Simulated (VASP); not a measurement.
# H in VASP: notebook, part 2 of 2

VASP 6.6.1.

## (4) Relaxation of the atoms, PBE

INCAR reads:

```
PREC = Accurate
ENCUT = 520
EDIFF = 1E-7
ISMEAR = -1
SIGMA = 0.05
LREAL = Auto
LASPH = T
NELM = 100
ALGO = Normal
ISIF = 2
LWAVE = F
LCHARG = F
GGA = PE
IBRION = 2
NSW = 35
EDIFFG = -0.3
```

KPOINTS reads:

```
Automatic mesh
0
Gamma
  1 1 1
```

POSCAR reads:

```
H
1.0
    6.8682850000      0.0000000000      0.0000000000
    0.0000000000      6.8682850000      0.0000000000
    0.0000000000      0.0000000000      6.8682850000
H
24
Direct
    0.5142914000      0.5240073000      0.9389305000
    0.6112151000      0.4799480000      0.9253622000
    0.2824882000      0.1438252000      0.1222607000
    0.3091514000      0.1602705000      0.0196053000
    0.2338352000      0.2728898000      0.8212812000
    0.1635100000      0.3124282000      0.7504958000
    0.7609234000      0.8364306000      0.3869171000
    0.7444808000      0.8441290000      0.2811348000
    0.2703332000      0.5378480000      0.8205247000
    0.2163642000      0.5454081000      0.9129892000
    0.2808151000      0.8408941000      0.9425793000
    0.2279569000      0.8752276000      0.8557073000
    0.2558255000      0.2296367000      0.4302724000
    0.2039460000      0.3157636000      0.4678248000
    0.9860204000      0.6997038000      0.5028554000
    0.9229653000      0.6650309000      0.5824881000
    0.2763055000      0.9281071000      0.2317519000
    0.3508504000      0.8514700000      0.2412029000
    0.4537333000     -0.0371640000      0.4337195000
    0.4256753000      0.0557785000      0.3879599000
    0.8002167000      0.5467202000      0.1834524000
    0.7372601000      0.4598006000      0.1824734000
    0.7558549000      0.1761330000      0.0928839000
    0.7045397000      0.2027873000      0.1833041000
```

The run is started by

```console
> cat potpaw_PBE.64/H/POTCAR > POTCAR
> mpirun -np 1 vasp_gam > vasp.out
```

It took 7 min on 1 thread of Intel Xeon 6975P-C, shared host; peak memory 0.37 GiB.

Results (log left out):

```yaml
Free_energy: -80.6233 eV
Energy_gained_by_relaxing: 62.9 meV/atom
Ionic_steps: 18
Pressure_after_relaxing: 1.0 GPa
Largest_force_after_relaxing: 0.279 eV/Å
Band_gap_on_the_k_mesh: 8.21 eV
```

Forces in eV/Å, atoms in the order of the input:
```
H    0.134 -0.062 -0.061
H   -0.037  0.035 -0.031
H   -0.047  0.083  0.222
H    0.058 -0.005 -0.216
H   -0.092  0.155  0.042
H   -0.021  0.121  0.014
H   -0.007 -0.011 -0.140
H    0.027 -0.001  0.147
H   -0.130 -0.216 -0.062
H   -0.083 -0.265 -0.026
H    0.003  0.123 -0.221
H    0.109 -0.017  0.011
H   -0.076  0.118 -0.027
H    0.021 -0.031 -0.090
H   -0.098 -0.069  0.180
H    0.146  0.057 -0.118
H   -0.016  0.027  0.178
H    0.011 -0.026  0.190
H   -0.022 -0.006  0.045
H   -0.006  0.042  0.045
H   -0.020 -0.130  0.021
H    0.114 -0.028 -0.015
H   -0.057  0.091  0.091
H    0.089  0.013 -0.179
```

Stress tensor (GPa, compression positive):
```
 0.42 -0.22  0.16
-0.22  1.39 -0.12
 0.16 -0.12  1.06
```

Step by step:
```
step  energy change (eV)  largest force (eV/Å)  pressure (GPa)
   1              0.0000                1.0859            2.73
   2             -0.2033                1.0554            1.19
   3             -0.2034                1.0372            1.22
   4             -0.3543                0.9266            1.26
   5             -0.6971                0.5773            1.44
   6             -1.0176                0.8144            1.98
   7             -1.0433                1.1292            2.20
   8             -1.1732                0.4207            1.46
   9             -1.1932                0.6821            1.05
  10             -1.2414                0.6476            0.98
  11             -1.3471                0.7308            0.81
  12             -1.3954                1.6998            0.54
  13             -1.4230                1.5473            0.61
  14             -1.4769                1.0583            0.84
  15             -1.4439                0.5817            1.36
  16             -1.4877                0.7230            0.99
  17             -1.4986                0.4866            0.98
  18             -1.5108                0.2792            0.95
```

Final structure:
```yaml
crystal:
  lattice:
    - [6.86829, 0.00000, 0.00000]
    - [0.00000, 6.86829, 0.00000]
    - [0.00000, 0.00000, 6.86829]
  atoms:
    - { symbol: H, position: [0.52350, 0.52144, 0.91608] }
    - { symbol: H, position: [0.62189, 0.47653, 0.90031] }
    - { symbol: H, position: [0.28727, 0.20620, 0.14065] }
    - { symbol: H, position: [0.31254, 0.18851, 0.03683] }
    - { symbol: H, position: [0.20569, 0.18162, 0.78829] }
    - { symbol: H, position: [0.13896, 0.22253, 0.71210] }
    - { symbol: H, position: [0.75436, 0.84983, 0.36628] }
    - { symbol: H, position: [0.73624, 0.86227, 0.25922] }
    - { symbol: H, position: [0.25087, 0.58732, 0.84703] }
    - { symbol: H, position: [0.19713, 0.58969, 0.94143] }
    - { symbol: H, position: [0.27553, 0.87707, 0.90509] }
    - { symbol: H, position: [0.22898, 0.92166, 0.81707] }
    - { symbol: H, position: [0.23803, 0.25066, 0.40541] }
    - { symbol: H, position: [0.18392, 0.33675, 0.44608] }
    - { symbol: H, position: [0.00603, 0.68656, 0.52343] }
    - { symbol: H, position: [0.94297, 0.65087, 0.60620] }
    - { symbol: H, position: [0.20204, 0.81523, 0.17620] }
    - { symbol: H, position: [0.28723, 0.74907, 0.18994] }
    - { symbol: H, position: [0.52306, 0.01675, 0.54337] }
    - { symbol: H, position: [0.51579, 0.11236, 0.49175] }
    - { symbol: H, position: [0.82708, 0.57502, 0.21454] }
    - { symbol: H, position: [0.76905, 0.48312, 0.20375] }
    - { symbol: H, position: [0.75559, 0.14643, 0.08534] }
    - { symbol: H, position: [0.70481, 0.15957, 0.18158] }
```

Levels at points of the mesh, in eV from the valence-band top:
| k point | band 9 | band 10 | band 11 | band 12 | band 13 | band 14 | band 15 | band 16 |
| --- | --- | --- | --- | --- | --- | --- | --- | --- |
| (0.00, 0.00, 0.00) | -0.72 | -0.49 | -0.36 | 0.00 | 8.21 | 8.89 | 9.04 | 9.23 |

Caveat: the k points lie up to 0.91 Å⁻¹ apart; the relaxation stopped at a loose force limit of 0.3 eV/Å, so its end isn't a converged minimum.

## (5) Molecular dynamics, PBE

INCAR reads:

```
SYSTEM = H
  PREC = Accurate
  ENCUT = 520
  EDIFF = 1E-5
  ISMEAR = -1
  SIGMA = 0.05
  LREAL = Auto
  LASPH = .TRUE.
  NELM = 100
  ALGO = Normal
  ISIF = 2
  LWAVE = .FALSE.
  LCHARG = .FALSE.
  GGA = PE
  NBANDS = 30
  IBRION = 0
  NSW = 40
  POTIM = 0.75
  TEBEG = 250.0
  TEEND = 250.0
  ISYM = 0
  NELMIN = 4
  RANDOM_SEED = 892189 0 0
  MDALGO = 2
  SMASS = 0
```

KPOINTS reads:

```
regular mesh
0
G
  1 1 1
  0 0 0
```

POSCAR reads:

```
H
1.0
    6.8682850000      0.0000000000      0.0000000000
    0.0000000000      6.8682850000      0.0000000000
    0.0000000000      0.0000000000      6.8682850000
H
24
Direct
    0.6259371000      0.5193379500      0.8502928100
    0.5783700400      0.5236834000      0.7559629100
    0.2594774300      0.2391482500      0.2220331900
    0.2533143600      0.2276901400      0.1154018500
    0.2129338200      0.2371082500      0.7232198100
    0.1798116100      0.1405160500      0.7566113200
    0.7718059800      0.8116905400      0.1977822500
    0.7605020100      0.7228324500      0.2621100500
    0.1222685200      0.6127468500      0.9715153700
    0.1191962400      0.5118325700      1.0036811400
    0.3374395900      0.7967546000      0.7223012800
    0.3526658200      0.7842054400      0.8296449100
    0.1536794900      0.4721731300      0.5246127500
    0.2480134700      0.5013221800      0.4803775000
    0.9905311300      0.8030861800      0.7526351300
    0.9693908500      0.8964596300      0.8094331500
    0.1367654500      0.8329709600      0.3916172100
    0.2006032500      0.8185863900      0.3012325000
    0.5394251200      0.0931292600      0.4498815100
    0.5299040500      0.0096439800      0.5200699300
    0.8388710500      0.4019088200      0.3253433200
    0.7715162800      0.4151761500      0.4053437500
    0.6858088200      0.1710540500     -0.1588134600
    0.6549063500      0.0918925700     -0.0815602900
```

Potentials or basis: VASP PAW PBE potentials, release 64 (H).

The run is started by

```console
> cat potpaw_PBE.64/H/POTCAR > POTCAR
> mpirun -np 1 vasp_gam > vasp.out
```

OUTCAR:

```text
SYSTEM = H
   PREC = Accurate
   ENCUT = 520
   EDIFF = 1E-5
   ISMEAR = -1
   LREAL = Auto
   LASPH = .TRUE.
   NELM = 100
   ISIF = 2
   GGA = PE
   IBRION = 0
   NSW = 40
   POTIM = 0.75
   TEBEG = 250.0
   ISYM = 0
   NELMIN = 4

 ion  position               nearest neighbor table
   1  0.626  0.519  0.850-   2 0.73
   2  0.578  0.524  0.756-   1 0.73
   3  0.259  0.239  0.222-   4 0.74
   4  0.253  0.228  0.115-   3 0.74
   5  0.213  0.237  0.723-   6 0.74
   6  0.180  0.141  0.757-   5 0.74
[... 16 lines left out ...]
  23  0.686  0.171  0.841-  24 0.79
  24  0.655  0.092  0.918-  23 0.79

[... 514 lines left out ...]
  free energy    TOTEN  =       -80.96238884 eV

  energy without entropy =      -80.96238884  energy(sigma->0) =      -80.96238884

 E-fermi :  -7.0002     XC(G=0):  -4.9111

 val. band max:       -8.2123249035   @ k =   0.0000   0.0000   0.0000
 cond. band min:       0.7058788685   @ k =   0.0000   0.0000   0.0000
 fundamental gap:      8.9182037720
 Fermi energy:        -7.0001580931

 k-point     1 :       0.0000    0.0000    0.0000
  band No.  band energies     occupation
      1     -10.7469      2.00000
      2      -9.7688      2.00000
      3      -9.5103      2.00000
      4      -9.3996      2.00000
      5      -9.3120      2.00000
      6      -9.1347      2.00000
[... 16 lines left out ...]
     23       3.1776      0.00000
     24       3.3738      0.00000
 [bands above 24 left out]

------------------------ aborting loop because EDIFF is reached ----------------------------------------

  FORCE on cell =-STRESS in cart. coord.  units (eV):
  Direction    XX          YY          ZZ          XY          YZ          ZX
  --------------------------------------------------------------------------------------
  -------------------------------------------------------------------------------------
  Total        0.7679320      0.1565720      1.0286763      0.6860408     -0.8043620      0.5224837
  in kB        3.7974180      0.7742474      5.0867968      3.3924666     -3.9775644      2.5836782
  external PRESSURE =       3.2194874 kB  Pullay stress =       0.0000000 kB
[... 45 lines left out ...]
  ENERGY OF THE ELECTRON-ION-THERMOSTAT SYSTEM (eV)
  ---------------------------------------------------
% ion-electron   TOTEN  =       -80.962389  see above
  kinetic energy EKIN   =         0.769923
  kin. lattice  EKIN_LAT=         0.000000  (temperature  258.97 K)
  nose potential ES     =        -0.076628
  nose kinetic   EPS    =         0.002666
  ---------------------------------------------------
  total energy   ETOTAL =       -80.266427 eV
```

CONTCAR:

```text
H
   1.00000000000000
     6.8682850000000002    0.0000000000000000    0.0000000000000000
     0.0000000000000000    6.8682850000000002    0.0000000000000000
     0.0000000000000000    0.0000000000000000    6.8682850000000002
  H
    24
Direct
     0.5607017047710263    0.5428010588450251    0.7058147688828588
     0.5952994449143795    0.4405673315803706    0.7075619665434234
     0.3296589652923481    0.2174490177343588    0.1212741098937969
     0.3530650256023971    0.1188285580708684    0.0715576536105864
     0.1238381587804437    0.1450270284917070    0.7253528742095906
     0.1457005425484626    0.1889434767313173    0.8176968900869832
[... 16 lines left out ...]
     0.6429444050742497    0.2027679790732207    0.9242378626873805
     0.7080036411243893    0.1563816637407592    0.8418259284800530

 -0.12261070E-01 -0.10989082E-01 -0.44832859E-01
 -0.23311086E-02  0.12242883E-01  0.34981818E-03
  0.23459908E-01 -0.24139076E-01 -0.29446979E-01
  0.24532976E-01 -0.52388227E-02  0.85064942E-02
 -0.20940711E-01 -0.18205458E-01  0.78335438E-02
 -0.86182167E-02  0.28623192E-01 -0.33367106E-02
[... 16 lines left out ...]
  0.37747681E-02 -0.17366981E-01  0.21672167E-01
  0.73528330E-02  0.23413843E-01 -0.73382307E-02

           1
  0.750000000000000
 -0.44679295E-01  0.70869008E-02  0.66526417E-02 -0.51549066E-01
  0.55936283E+00  0.54160108E+00  0.70091913E+00
  0.59504489E+00  0.44190422E+00  0.70760017E+00
  0.33222073E+00  0.21481309E+00  0.11805857E+00
  0.35574397E+00  0.11825649E+00  0.72486542E-01
  0.12155148E+00  0.14303904E+00  0.72620828E+00
  0.14475945E+00  0.19206906E+00  0.81733253E+00
[... 64 lines left out ...]
  0.00000000E+00  0.00000000E+00  0.00000000E+00
  0.00000000E+00  0.00000000E+00  0.00000000E+00
```

Run time: 9.4 min. Hardware: 1 thread of Intel Xeon 6975P-C, shared host; peak memory 0.4 GiB.

Step by step:
```csv
step,potential energy change (eV),largest force (eV/Å),pressure (GPa),volume (Å³),temperature (K)
1,0.0000,1.2637,0.57,324.00,251
2,-0.0076,1.2119,0.69,324.00,252
3,-0.0138,1.4754,0.69,324.00,254
4,-0.0055,1.2468,0.60,324.00,251
5,0.0156,1.2114,0.44,324.00,244
6,0.0243,1.1409,0.26,324.00,241
7,0.0130,1.1713,0.14,324.00,244
8,0.0056,1.3354,0.12,324.00,246
9,0.0156,1.1300,0.23,324.00,243
10,0.0296,1.3205,0.41,324.00,239
11,0.0332,1.3245,0.61,324.00,238
12,0.0274,1.1491,0.73,324.00,240
13,0.0221,1.5152,0.75,324.00,243
14,0.0298,1.2493,0.66,324.00,241
15,0.0514,1.2658,0.50,324.00,235
16,0.0631,1.2175,0.32,324.00,233
17,0.0536,1.1543,0.18,324.00,237
18,0.0451,1.3705,0.14,324.00,242
19,0.0536,1.2112,0.24,324.00,242
20,0.0666,1.3397,0.42,324.00,240
21,0.0690,1.3901,0.62,324.00,241
22,0.0612,1.1047,0.75,324.00,247
23,0.0523,1.5632,0.78,324.00,252
24,0.0546,1.2827,0.70,324.00,254
25,0.0719,1.3164,0.54,324.00,251
26,0.0829,1.2574,0.35,324.00,250
27,0.0718,1.1406,0.18,324.00,256
28,0.0586,1.4036,0.12,324.00,262
29,0.0616,1.2865,0.20,324.00,263
30,0.0703,1.3268,0.38,324.00,262
31,0.0691,1.4214,0.58,324.00,264
32,0.0582,1.1678,0.73,324.00,268
33,0.0456,1.5606,0.77,324.00,272
34,0.0422,1.3643,0.70,324.00,273
35,0.0548,1.3023,0.54,324.00,268
36,0.0656,1.2380,0.34,324.00,263
37,0.0552,1.0995,0.17,324.00,264
38,0.0391,1.3858,0.09,324.00,267
39,0.0380,1.3153,0.15,324.00,264
40,0.0448,1.2357,0.32,324.00,259
```

Caveat: the k points lie up to 0.91 Å⁻¹ apart.

## (6) The runs side by side

```csv
task,cell,gap on the mesh (eV),pressure (GPa),largest force (eV/Å)
single point,as given,8.73,0.4,2.83
relaxation of the atoms,atoms relaxed,8.21,1.0,0.28
molecular dynamics,as given,-,-,-
```

Alike in all rows: level PBE; potentials or basis VASP PAW PBE potentials, release 64 (H); no spin polarisation; k mesh 1 × 1 × 1; cutoff (eV) 520; smearing fermi-dirac 0.05 eV.

Caveats: all runs use coarse meshes; the relaxation stopped at a loose force limit of 0.3 eV/Å, so its end isn't a converged minimum (some runs).

Absolute energies hang on the potentials; compare differences alone.
